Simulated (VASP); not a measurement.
Crystal: MgO.

```xyz
2
Lattice="0.0000 2.1085 2.1085 2.1085 0.0000 2.1085 2.1085 2.1085 0.0000" Properties=species:S:1:pos:R:3 pbc="T T T"
Mg    0.0000    0.0000    0.0000
O     2.1085    2.1085    2.1085
```

```yaml
Program: VASP 6.6.1
Task: relaxation of cell and atoms
Functional: LDA
Potentials_or_basis: VASP PAW LDA potentials, release 64 (Mg_sv, O)
Cutoff: 840 eV
k_mesh: 8 × 8 × 8
Occupations: gaussian, width 0.01 eV
Spin: no spin polarisation
```

At the start: pressure -6.0 GPa; volume 9.37 Å³/atom.

**Question.** Where does the relaxation end?

**Answer.** Over 3 steps the energy falls by 6.6 meV/atom and the volume is 9.03 Å³/atom (-3.6 %); space group Fm-3m (No. 225, to 0.1 Å) before and after.

The path:
| step | energy change (eV) | largest force (eV/Å) | pressure (GPa) | volume (Å³) |
| --- | --- | --- | --- | --- |
| 1 | 0.0000 | 0.0000 | -6.00 | 18.75 |
| 2 | -0.0111 | 0.0000 | 2.59 | 17.81 |
| 3 | -0.0132 | 0.0000 | 0.02 | 18.07 |

Final structure:
```
Mg O
1.0
     0.00000    2.08266    2.08266
     2.08266    0.00000    2.08266
     2.08266    2.08266    0.00000
Mg O
1 1
Direct
  0.00000 0.00000 0.00000
  0.50000 0.50000 0.50000
```
